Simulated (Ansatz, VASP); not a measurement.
## Two plane-wave programs on InSb

```
In Sb
1.0
    -2.90885    2.90885    1.68245
     2.90885   -2.90885    1.68245
     2.90885    2.90885   -1.68245
In Sb
1 1
Direct
  0.25000 0.75000 0.50000
  0.00000 0.00000 0.00000
```

Alike in both runs: task single point; functional PBE; k mesh 16 × 16 × 16; occupations gaussian, width 0.15 eV; no spin polarisation.

|  | VASP | Ansatz |
| --- | --- | --- |
| version | VASP 6.6.1 | Ansatz 0.2.0 |
| potentials or method | VASP PAW PBE potentials, release 64 (In_d, Sb), cutoff 520 eV | scalar-relativistic, plane waves, PAW |
| valence electrons in the cell | 18 | 28 |

|  | VASP | Ansatz | Ansatz less VASP |
| --- | --- | --- | --- |
| gap on the k mesh at the Fermi level (eV) | none | none | - |
| pressure (GPa) | 0.1 | 0.1 | +0.05 |
| traceless stress, the component that is largest in VASP (GPa) | -1.67 | -1.66 | +0.006 |

A gap of «none» marks a metal or a gap that the smearing closes. With one functional, cell and mesh, what is left measures potentials, basis and numerics. VASP's potentials hold 18 valence electrons a cell and Ansatz's 28, so a difference there can come from the potentials and not from the codes.

Spin-orbit coupling is off throughout.
